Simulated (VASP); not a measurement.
A run of VASP 6.6.1:

The input INCAR:

```
SYSTEM = HfN
  PREC = Accurate
  ENCUT = 520
  EDIFF = 1E-8
  ISMEAR = -1
  SIGMA = 0.03
  LREAL = .False.
  LASPH = .True.
  NELM = 60
  ALGO = Normal
  ISIF = 2
  LWAVE = .False.
  LCHARG = .False.
  GGA = PE
  LEFG = .True.
  NBANDS = 14
```

The input KPOINTS:

```
Automatic mesh
0
Gamma
  10 10 10
  0 0 0
```

The input POSCAR:

```
HfN
1.0
    0.0677700000      2.2928850000      2.2928850000
    2.2928850000      0.0677700000      2.2928850000
    2.2928850000      2.2928850000      0.0677700000
Hf N
1 1
Direct
    0.0000000000      0.0000000000      0.0000000000
    0.5000000000      0.5000000000      0.5000000000
```

Potentials or basis: VASP PAW PBE potentials, release 64 (Hf_pv, N).

The run is started by

```sh
$ cat potpaw_PBE.64/Hf_pv/POTCAR potpaw_PBE.64/N/POTCAR > POTCAR
$ mpirun -np 1 vasp_std > vasp.out
```

Hardware: 1 thread of Intel(R) Xeon(R) Platinum 8488C (Sapphire Rapids) (shared host).

Question: Estimate the wall time of this run.

Answer: Wall time 17 s on 1 thread of Intel(R) Xeon(R) Platinum 8488C (Sapphire Rapids) (shared host), peak memory 0.16 GiB. Counts: scf iterations 16, k points 116.
